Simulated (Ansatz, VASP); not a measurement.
**One calculation of Ti2Co, two programs**

```
Ti Co
1.0
     0.00000    3.21035    3.21035
     3.21035    0.00000    3.21035
     3.21035    3.21035    0.00000
Ti Co
4 2
Direct
  0.12500 0.12500 0.12500
  0.62500 0.12500 0.12500
  0.12500 0.12500 0.62500
  0.12500 0.62500 0.12500
  0.50000 0.50000 0.50000
  0.75000 0.75000 0.75000
```

Change from the starting cell: strain -0.080 along x and y, -0.080 along z, atoms carried along.

Alike in both runs: task single point; functional PBEsol; k mesh 12 × 12 × 12; occupations gaussian, width 0.15 eV; collinear spin.

```csv
,VASP,Ansatz
version,VASP 6.6.1,Ansatz 0.2.0
potentials or method,"VASP PAW PBE potentials, release 64 (Ti_sv, Co), cutoff 520 eV","scalar-relativistic, plane waves, PAW"
valence electrons in the cell,66,82
```

Ansatz gave:

| Quantity | Value |
| --- | --- |
| gap on the k mesh at the Fermi level (eV) | none |
| pressure (GPa) | 50.6 |
| net moment per atom (μB) | 0.00 |

Task: Which values does VASP return?

Result: gap on the k mesh at the Fermi level (eV): none; pressure (GPa): 50.7; net moment per atom (μB): 0.00.

VASP's potentials were made for PBE, not for PBEsol. A gap of «none» marks a metal or a gap that the smearing closes. Both programs put the cell under a high pressure, so it lies far from rest at this level. VASP's potentials hold 66 valence electrons a cell and Ansatz's 82, so a difference there can come from the potentials and not from the codes. Ansatz's warnings: seeded moment not kept.
